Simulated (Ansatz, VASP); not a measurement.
# One calculation of Os, two programs

```
CELL_PARAMETERS angstrom
2.73410 0.00000 0.00000
-1.36705 2.36780 0.00000
0.00000 0.00000 4.31970
ATOMIC_POSITIONS crystal
Os 0.66667 0.33333 0.75000
Os 0.33333 0.66667 0.25000
```

Alike in both runs: task single point; functional PBE; k mesh 11 × 11 × 6; occupations gaussian, width 0.024 eV; no spin polarisation.

|  | VASP | Ansatz |
| --- | --- | --- |
| version | VASP 6.6.1 | Ansatz 0.2.0 |
| potentials or method | VASP PAW PBE potentials, release 64 (Os), cutoff 520 eV | all-electron LAPW, scalar-relativistic |

VASP gave:

| Property | Result |
| --- | --- |
| gap on the k mesh at the Fermi level (eV) | none |
| pressure (GPa) | 8.8 |
| traceless stress, the component that is largest in VASP (GPa) | 0.19 |

Task: Estimate Ansatz's values.

Result: gap on the k mesh at the Fermi level (eV): none; pressure (GPa): 8.7; traceless stress, the component that is largest in VASP (GPa): 0.25.

A gap of «none» marks a metal or a gap that the smearing closes. Ansatz ran all-electron here, and VASP with PAW potentials.

Spin-orbit coupling is off throughout.
